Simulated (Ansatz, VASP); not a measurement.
**One calculation of P, two programs**

```xyz
1
Lattice="2.4579 0.0000 0.0000 0.0000 2.4579 0.0000 0.0000 0.0000 2.2614" Properties=species:S:1:pos:R:3 pbc="T T T"
P     0.0000    0.0000    0.0000
```

Alike in both runs: task single point; functional PBEsol; dispersion D3(BJ); k mesh 28 × 28 × 28; occupations gaussian, width 0.15 eV; no spin polarisation.

|  | VASP | Ansatz |
| --- | --- | --- |
| version | VASP 6.6.1 | Ansatz 0.2.0 |
| potentials or method | VASP PAW PBE potentials, release 64 (P), cutoff 520 eV | scalar-relativistic, plane waves, PAW |
| valence electrons in the cell | 5 | 5 |

Ansatz gave:

```
gap on the k mesh at the Fermi level (eV)                     : none
pressure (GPa)                                                : 2.1
traceless stress, the component that is largest in VASP (GPa) : 17.35
```

Question: Which values does VASP return?

Answer: gap on the k mesh at the Fermi level (eV): none; pressure (GPa): 2.2; traceless stress, the component that is largest in VASP (GPa): 17.34.

VASP's potentials were made for PBE, not for PBEsol. A gap of «none» marks a metal or a gap that the smearing closes.
